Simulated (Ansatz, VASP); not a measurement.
One calculation of Os, two programs

```
Os
1.0
     2.06226   -3.49515    0.00000
     2.06226    3.49515    0.00000
     0.00000    0.00000    4.13000
Os
4
Direct
  0.15250 0.84750 0.07850
  0.65250 0.34750 0.42150
  0.84750 0.15250 0.92150
  0.34750 0.65250 0.57850
```

Alike in both runs: task single point; functional PBEsol; k mesh 6 × 6 × 4; occupations gaussian, width 0.1 eV; no spin polarisation.

|  | VASP | Ansatz |
| --- | --- | --- |
| version | VASP 6.6.1 | Ansatz 0.2.0 |
| potentials or method | VASP PAW PBE potentials, release 64 (Os_sv_GW), cutoff 560 eV | scalar-relativistic, plane waves, PAW |
| valence electrons in the cell | 64 | 64 |

|  | VASP | Ansatz | Ansatz less VASP |
| --- | --- | --- | --- |
| gap on the k mesh at the Fermi level (eV) | none | none | - |
| rms of the force components (eV/Å) | 0.399 | 0.378 | -0.0204 |

VASP's potentials were made for PBE, not for PBEsol. Atom by atom the forces differ by 0.049 eV/Å (rms over components). A gap of «none» marks a metal or a gap that the smearing closes.

The k mesh is coarse, so the values compare programs but aren't converged. Spin-orbit coupling is off throughout.
